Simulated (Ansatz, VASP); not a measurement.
GaP: VASP beside Ansatz

The input INCAR:

```
  ALGO = Normal
  EDIFF = 1E-6
  ENCUT = 500
  GGA_COMPAT = F
  ISIF = 2
  ISMEAR = 0
  LASPH = T
  LCHARG = F
  LREAL = F
  LWAVE = F
  NBANDS = 16
  NELM = 120
  PREC = Accurate
  SIGMA = 0.02
```

File KPOINTS:

```
k-points
0
Gamma
  8 8 8
```

File POSCAR:

```
GaP
1.0
    0.0000000000      2.7742079549      2.7742079549
    2.7742079549      0.0000000000      2.7742079549
    2.7742079549      2.7742079549      0.0000000000
Ga P
1 1
Direct
    0.0000000000      0.0000000000      0.0000000000
    0.2500000000      0.2500000000      0.2500000000
```

Input for Ansatz:

```yaml
crystal:
  lattice:
    - [0.0, 2.7742079549, 2.7742079549]
    - [2.7742079549, 0.0, 2.7742079549]
    - [2.7742079549, 2.7742079549, 0.0]
  atoms:
    - { symbol: Ga, position: [0.0, 0.0, 0.0] }
    - { symbol: P, position: [0.25, 0.25, 0.25] }
basis:
  ecutwfc: 420
kpoints:
  mp_grid: { grid: [8, 8, 8] }
hamiltonian:
  xc: lda
scf:
  occupations: { method: gaussian, width: 0.02 }
output:
  forces: true
  stress: true
  eigenvalues: true
```

Alike in both runs: task single point; functional LDA; k mesh 8 × 8 × 8; occupations gaussian, width 0.02 eV; no spin polarisation.

```csv
,VASP,Ansatz
version,VASP 6.6.1,Ansatz 0.2.0
potentials or method,"VASP PAW LDA potentials, release 64 (Ga_d, P), cutoff 500 eV","scalar-relativistic, plane waves, PAW"
valence electrons in the cell,18,18
```

```tsv
	VASP	Ansatz	Ansatz less VASP
gap on the k mesh at the Fermi level (eV)	1.20	1.17	-0.027
least direct gap on the mesh (eV)	1.20	1.17	-0.027
pressure (GPa)	-6.3	-6.4	-0.05
```

LDA's correlation is that of Perdew and Zunger in VASP and of Perdew and Wang (1992) in Ansatz.
